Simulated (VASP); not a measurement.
# Al4CoNi3 (P4/mmm) in VASP: relaxation of cell and atoms with PBE

Aim: the relaxation of cell and atoms of Al4CoNi3 with PBE.

Program: VASP 6.6.1. These are calculated values, not measurements. Logs are shortened: lines on timing, memory, paths and dates and some standing lists are left out, and cuts for length are marked.

### 1 The cell of the first run

Symmetry: P4/mmm, No. 123, tetragonal system. The conventional cell has a = 4.177 Å, b = 4.177 Å, c = 5.908 Å, α = 90.00°, β = 90.00°, γ = 90.00°. Within 3.4 Å of Al (site symmetry 2mm) lie 6 Ni at 2.56 Å and 2 Co at 2.56 Å and 6 Al at 2.95 Å. Within 3.4 Å of Co (site symmetry 4/mmm) lie 8 Al at 2.56 Å and 6 Ni at 2.95 Å. Within 3.4 Å of Ni (site symmetry 4/mmm) lie 8 Al at 2.56 Å and 6 Ni at 2.95 Å. Ni (site symmetry 4/mmm) has 8 Al at 2.56 Å and 4 Co at 2.95 Å and 2 Ni at 2.95 Å within 3.4 Å. Ni (site symmetry 4/mmm) has 8 Al at 2.56 Å and 4 Ni at 2.95 Å and 2 Co at 2.95 Å within 3.4 Å.

### 2 Relaxation of cell and atoms, PBE, collinear spin, ferromagnetic start

The input, INCAR:

```
SYSTEM = Al4CoNi3
  PREC = Accurate
  ENCUT = 600
  EDIFF = 1E-7
  ISMEAR = 0
  SIGMA = 0.1
  LREAL = .FALSE.
  LASPH = .TRUE.
  NELM = 150
  ALGO = Normal
  ISIF = 3
  LWAVE = .FALSE.
  LCHARG = .FALSE.
  ISPIN = 2
  MAGMOM = 0 0 0 0 3 2 2 2
  LORBIT = 11
  LMAXMIX = 4
  GGA = PE
  IBRION = 2
  NSW = 90
  EDIFFG = -0.04
```

The input, KPOINTS:

```
Automatic mesh
0
G
  4 4 4
  0 0 0
```

The input, POSCAR:

```
Al4CoNi3
1.0
    4.1773183500      0.0000000000      0.0000000000
    0.0000000000      4.1773183500      0.0000000000
    0.0000000000      0.0000000000      5.9076202700
Al Co Ni
4 1 3
Direct
    0.0000000000      0.5000000000      0.7500000000
    0.0000000000      0.5000000000      0.2500000000
    0.5000000000      0.0000000000      0.7500000000
    0.5000000000      0.0000000000      0.2500000000
    0.5000000000      0.5000000000      0.5000000000
    0.0000000000      0.0000000000      0.0000000000
    0.0000000000      0.0000000000      0.5000000000
    0.5000000000      0.5000000000      0.0000000000
```

Potentials or basis: VASP PAW PBE potentials, release 64 (Al, Co, Ni).

Command:

```sh
cat potpaw_PBE.64/Al/POTCAR potpaw_PBE.64/Co/POTCAR potpaw_PBE.64/Ni/POTCAR > POTCAR
mpirun -np 1 vasp_std > vasp.out
```

OUTCAR:

```text
SYSTEM = Al4CoNi3
   PREC = Accurate
   ENCUT = 600
   EDIFF = 1E-7
   ISMEAR = 0
   LREAL = .FALSE.
   LASPH = .TRUE.
   NELM = 150
   ISIF = 3
   ISPIN = 2
   LORBIT = 11
   GGA = PE
   IBRION = 2
   NSW = 90
   EDIFFG = -0.04

 ion  position               nearest neighbor table
   1  0.000  0.500  0.750-   5 2.56   6 2.56   7 2.56   8 2.56   6 2.56   7 2.56   5 2.56   8 2.56
                             3 2.95   3 2.95   3 2.95   3 2.95   2 2.95   2 2.95
   2  0.000  0.500  0.250-   5 2.56   6 2.56   7 2.56   8 2.56   6 2.56   7 2.56   5 2.56   8 2.56
                             4 2.95   4 2.95   4 2.95   4 2.95   1 2.95   1 2.95
   3  0.500  0.000  0.750-   5 2.56   6 2.56   7 2.56   8 2.56   5 2.56   8 2.56   6 2.56   7 2.56
                             1 2.95   1 2.95   1 2.95   1 2.95   4 2.95   4 2.95
   4  0.500  0.000  0.250-   5 2.56   6 2.56   7 2.56   8 2.56   5 2.56   8 2.56   6 2.56   7 2.56
                             2 2.95   2 2.95   2 2.95   2 2.95   3 2.95   3 2.95
   5  0.500  0.500  0.500-   1 2.56   2 2.56   3 2.56   4 2.56   3 2.56   4 2.56   1 2.56   2 2.56
                             7 2.95   7 2.95   7 2.95   7 2.95   8 2.95   8 2.95
   6  0.000  0.000  0.000-   1 2.56   2 2.56   3 2.56   4 2.56   1 2.56   2 2.56   3 2.56   4 2.56
                             8 2.95   8 2.95   8 2.95   8 2.95   7 2.95   7 2.95
   7  0.000  0.000  0.500-   1 2.56   2 2.56   3 2.56   4 2.56   1 2.56   2 2.56   3 2.56   4 2.56
                             5 2.95   5 2.95   5 2.95   5 2.95   6 2.95   6 2.95
   8  0.500  0.500  0.000-   1 2.56   2 2.56   3 2.56   4 2.56   3 2.56   4 2.56   1 2.56   2 2.56
                             6 2.95   6 2.95   6 2.95   6 2.95   5 2.95   5 2.95

  LATTYP: Found a simple tetragonal cell.
 ALAT       =     4.1773183500
 C/A-ratio  =     1.4142135636

  Lattice vectors:

 A1 = (   4.1773183500,   0.0000000000,   0.0000000000)
 A2 = (   0.0000000000,   4.1773183500,   0.0000000000)
 A3 = (   0.0000000000,   0.0000000000,   5.9076202700)

Analysis of symmetry for initial positions (statically):
=====================================================================
 Subroutine PRICEL returns:
 Original cell was already a primitive cell.

 Routine SETGRP: Setting up the symmetry group for a
 simple tetragonal supercell.

 Subroutine GETGRP returns: Found 16 space group operations
 (whereof 16 operations were pure point group operations)
 out of a pool of 16 trial point group operations.

The static configuration has the point symmetry D_4h.

Analysis of symmetry for dynamics (positions and initial velocities):
=====================================================================
 Subroutine PRICEL returns:
 Original cell was already a primitive cell.

 Routine SETGRP: Setting up the symmetry group for a
 simple tetragonal supercell.

 Subroutine GETGRP returns: Found 16 space group operations
 (whereof 16 operations were pure point group operations)
 out of a pool of 16 trial point group operations.

The dynamic configuration has the point symmetry D_4h.

Analysis of structural, dynamic, and magnetic symmetry:
=====================================================================
 Subroutine PRICEL returns:
 Original cell was already a primitive cell.

 Routine SETGRP: Setting up the symmetry group for a
 simple tetragonal supercell.

 Subroutine GETGRP returns: Found 16 space group operations
 (whereof 16 operations were pure point group operations)
 out of a pool of 16 trial point group operations.

The overall configuration has the point symmetry D_4h.

 Subroutine INISYM returns: Found 16 space group operations
 (whereof 16 operations are pure point group operations),
 and found     1 'primitive' translations

----------------------------------------------------------------------------------------

                                     Primitive cell

  volume of cell :     103.0879

  direct lattice vectors                    reciprocal lattice vectors
     4.177318350  0.000000000  0.000000000     0.239388027  0.000000000  0.000000000
     0.000000000  4.177318350  0.000000000     0.000000000  0.239388027  0.000000000
     0.000000000  0.000000000  5.907620270     0.000000000  0.000000000  0.169272897

  length of vectors
     4.177318350  4.177318350  5.907620270     0.239388027  0.239388027  0.169272897

  position of ions in fractional coordinates (direct lattice)
     0.000000000  0.500000000  0.750000000
     0.000000000  0.500000000  0.250000000
[... 65 lines left out ...]
   number of dos      NEDOS =    301   number of ions     NIONS =      8
   total plane-waves  NPLWV =  62208
   dimension x,y,z NGX =    36 NGY =   36 NGZ =   48
   dimension x,y,z NGXF=    72 NGYF=   72 NGZF=   96
   ions per type =               4   1   3
   NGX,Y,Z   is equivalent  to a cutoff of  14.33, 14.33, 13.51 a.u.
   NGXF,Y,Z  is equivalent  to a cutoff of  28.65, 28.65, 27.02 a.u.
 SYSTEM =  Al4CoNi3
   PREC   = accura    normal or accurate (medium, high low for compatibility)
   ISTART =      0    job   : 0-new  1-cont  2-samecut
   ICHARG =      2    charge: 1-file 2-atom 10-const
   ISPIN  =      2    spin polarized calculation?
   LNONCOLLINEAR =      F non collinear calculations
   LSORBIT =      F    spin-orbit coupling
   LASPH  =      T    aspherical Exc in radial PAW
   ENCUT  =  600.0 eV  44.10 Ry    6.64 a.u.   8.34  8.34 11.80*2*pi/ulx,y,z
   NELM   =    150;   NELMIN=  2; NELMDL= -5     # of ELM steps
   EDIFF  = 0.1E-06   stopping-criterion for ELM
   LREAL  =      F    real-space projection
   EDIFFG = -.4E-01   stopping-criterion for IOM
   NSW    =     90    number of steps for IOM
   IBRION =      2    ionic relax: 0-MD 1-quasi-New 2-CG
   NFREE  =      1    steps in history (QN), initial steepest desc. (CG)
   ISIF   =      3    stress and relaxation
   ISYM   =      2    0-nonsym 1-usesym 2-fastsym
   POTIM  = 0.5000    time-step for ionic-motion
   TEBEG  =    0.0;   TEEND  =   0.0 temperature during run
   PSTRESS=    0.0 pullay stress
   NELECT =      51.0000    total number of electrons
   NUPDOWN=      -1.0000    fix difference up-down
   EMIN   =  10.00;   EMAX   =-10.00  energy-range for DOS
   EFERMI =   0.00;   METHOD = LEGACY
   ISMEAR =     0;   SIGMA  =   0.10  broadening in eV -4-tet -1-fermi 0-gaus
   EFERMI_NEDOS =   21; number of points for ismear=-14 and -15
   IALGO  =     38    algorithm
   IMIX   =      4    mixing-type and parameters
     AMIX     =   0.40;   BMIX     =  1.00
     AMIX_MAG =   1.60;   BMIX_MAG =  1.00
  volume/ion in A,a.u.               =      12.89        86.96
  Fermi-wavevector in a.u.,A,eV,Ry     =   1.294779  2.446778 22.809523  1.676453
  Thomas-Fermi vector in A             =   2.426340
   LORBIT       =     11    0 simple, 1 ext, 2 COOP (PROOUT), +10 PAW based schemes
   GGA     = PE    functional components
   LHFCALC =     F    Hartree Fock is set to
   AEXX    =    0.0000 exact exchange contribution
   IVDW    =     0    specifies the selected vdW correction
   LEPSILON=     F    determine dielectric tensor
   LRPA    =     F    only Hartree local field effects (RPA)
 conjugate gradient relaxation of ions
 spin polarized calculation
 Gauss-broadening in eV      SIGMA  =   0.10
  energy-cutoff  :      600.00
  volume of cell :      103.09
 maximum number of plane-waves:      3483
 NGX is ok and might be reduce to    36
   NGX = 17   NGY = 17   NGZ = 23

--------------------------------------- Ionic step        1  -------------------------------------------

 number of electron      50.9999977 magnetization       1.6949248

 Free energy of the ion-electron system (eV)
  ---------------------------------------------------
  ext. energy  EPLUGINS =         0.00000000
  ---------------------------------------------------
  free energy    TOTEN  =       -43.25048094 eV

  energy without entropy =      -43.23021619  energy(sigma->0) =      -43.24034856

------------------------ aborting loop because EDIFF is reached ----------------------------------------

  FORCE on cell =-STRESS in cart. coord.  units (eV):
  Direction    XX          YY          ZZ          XY          YZ          ZX
  --------------------------------------------------------------------------------------
  -------------------------------------------------------------------------------------
  Total       -5.7603071     -5.7603071     -6.3802408      0.0000000      0.0000000      0.0000000
  in kB      -89.5258601    -89.5258601    -99.1607798      0.0000000      0.0000000      0.0000000
  external PRESSURE =     -92.7375000 kB  Pullay stress =       0.0000000 kB
[... 29 lines left out ...]
--------------------------------------- Ionic step        2  -------------------------------------------

 number of electron      50.9999993 magnetization       1.4145409

 E-fermi :  10.4464     XC(G=0): -12.2346

 val. band max:       10.4455102031   @ k =   0.5000   0.2500   0.2500
 cond. band min:      10.4498013038   @ k =   0.0000   0.0000   0.5000
 fundamental gap:      0.0042911008
 Fermi energy:        10.4464402782

 spin component 1

 k-point     1 :       0.0000    0.0000    0.0000
  band No.  band energies     occupation
      1      -0.8087      1.00000
      2       3.5449      1.00000
      3       3.6065      1.00000
      4       5.0295      1.00000
      5       6.2266      1.00000
      6       6.2266      1.00000
[... 1485 lines left out ...]
--------------------------------------- Ionic step        5  -------------------------------------------

 number of electron      51.0000033 magnetization       1.5646794

 Free energy of the ion-electron system (eV)
  ---------------------------------------------------
  ext. energy  EPLUGINS =         0.00000000
  ---------------------------------------------------
  free energy    TOTEN  =       -43.45980730 eV

  energy without entropy =      -43.43615502  energy(sigma->0) =      -43.44798116

 E-fermi :   9.8796     XC(G=0): -12.0269

 val. band max:        9.8786736822   @ k =   0.5000   0.2500   0.2500
 cond. band min:       9.8889152709   @ k =   0.5000   0.2500   0.5000
 fundamental gap:      0.0102415887
 Fermi energy:         9.8796209212

 spin component 1

 k-point     1 :       0.0000    0.0000    0.0000
  band No.  band energies     occupation
      1      -1.0722      1.00000
      2       3.1368      1.00000
      3       3.2671      1.00000
      4       4.6518      1.00000
      5       5.8588      1.00000
      6       5.8588      1.00000
[... 1395 lines left out ...]
  FREE ENERGIE OF THE ION-ELECTRON SYSTEM (eV)
  ---------------------------------------------------
  free  energy   TOTEN  =       -43.4598073025 eV

  energy  without entropy=      -43.4361550236  energy(sigma->0) =      -43.44798116

 reached required accuracy - stopping structural energy minimisation

 total charge

# of ion       s       p       d       tot
------------------------------------------
    1        0.384   0.413   0.000   0.797
    2        0.384   0.413   0.000   0.797
    3        0.384   0.413   0.000   0.797
    4        0.384   0.413   0.000   0.797
    5        0.428   0.482   7.462   8.372
    6        0.473   0.502   8.473   9.447
    7        0.469   0.532   8.438   9.439
    8        0.466   0.519   8.450   9.436
--------------------------------------------------
tot          3.373   3.687  32.823  39.883

 magnetization (x)

# of ion       s       p       d       tot
------------------------------------------
    1       -0.000   0.007   0.000   0.007
    2       -0.000   0.007   0.000   0.007
    3       -0.000   0.007   0.000   0.007
    4       -0.000   0.007   0.000   0.007
    5        0.017   0.012   0.883   0.912
    6        0.007   0.019   0.100   0.127
    7        0.004  -0.005   0.267   0.265
    8        0.003   0.004   0.205   0.212
--------------------------------------------------
tot          0.031   0.058   1.454   1.543
```

Run time: 6.5 min. Hardware: 1 thread of Intel Xeon 6975P-C (Granite Rapids), shared host; peak memory 0.37 GiB.

What came out:

```
Free energy                                           : -43.4598 eV
Relaxed volume                                        : 12.05 Å³/atom
Relaxed cell                                          : a = 4.091 Å, b = 4.091 Å, c = 5.762 Å, α = 90.00°, β = 90.00°, γ = 90.00°
Space group after relaxing (to 0.1 Å)                 : P4/mmm (No. 123)
Energy gained by relaxing                             : 26.2 meV/atom
Ionic steps                                           : 5
Pressure after relaxing                               : -0.1 GPa
Largest force after relaxing                          : 0.027 eV/Å
Net moment                                            : 1.56 μB per cell
Site moments                                          : Al +0.01; Co +0.91; Ni +0.13, +0.27, +0.21 μB
Valence electrons inside the program's atomic spheres : Al 0.80; Co 8.37; Ni 9.45, 9.44 (each value once)
```

Forces in eV/Å, atoms in the order of the input:
```
Al   0.000  0.000 -0.027
Al   0.000  0.000  0.027
Al   0.000  0.000 -0.027
Al   0.000  0.000  0.027
Co   0.000  0.000  0.000
Ni   0.000  0.000  0.000
Ni   0.000  0.000  0.000
Ni   0.000  0.000  0.000
```

Step by step:
```csv
step,energy change (eV),largest force (eV/Å),pressure (GPa),volume (Å³)
1,0.0000,0.0809,-9.27,103.09
2,-0.1215,0.0342,7.33,92.35
3,-0.2086,0.0590,0.00,96.34
4,-0.2086,0.0583,0.21,96.21
5,-0.2093,0.0268,-0.12,96.42
```

Final structure:
```yaml
crystal:
  lattice:
    - [4.09064, 0.00000, 0.00000]
    - [0.00000, 4.09064, 0.00000]
    - [0.00000, 0.00000, 5.76197]
  atoms:
    - { symbol: Al, position: [0.00000, 0.50000, 0.74914] }
    - { symbol: Al, position: [0.00000, 0.50000, 0.25086] }
    - { symbol: Al, position: [0.50000, 0.00000, 0.74914] }
    - { symbol: Al, position: [0.50000, 0.00000, 0.25086] }
    - { symbol: Co, position: [0.50000, 0.50000, 0.50000] }
    - { symbol: Ni, position: [0.00000, 0.00000, 0.00000] }
    - { symbol: Ni, position: [0.00000, 0.00000, 0.50000] }
    - { symbol: Ni, position: [0.50000, 0.50000, 0.00000] }
```

Caveat: the k points lie up to 0.38 Å⁻¹ apart in the final cell.
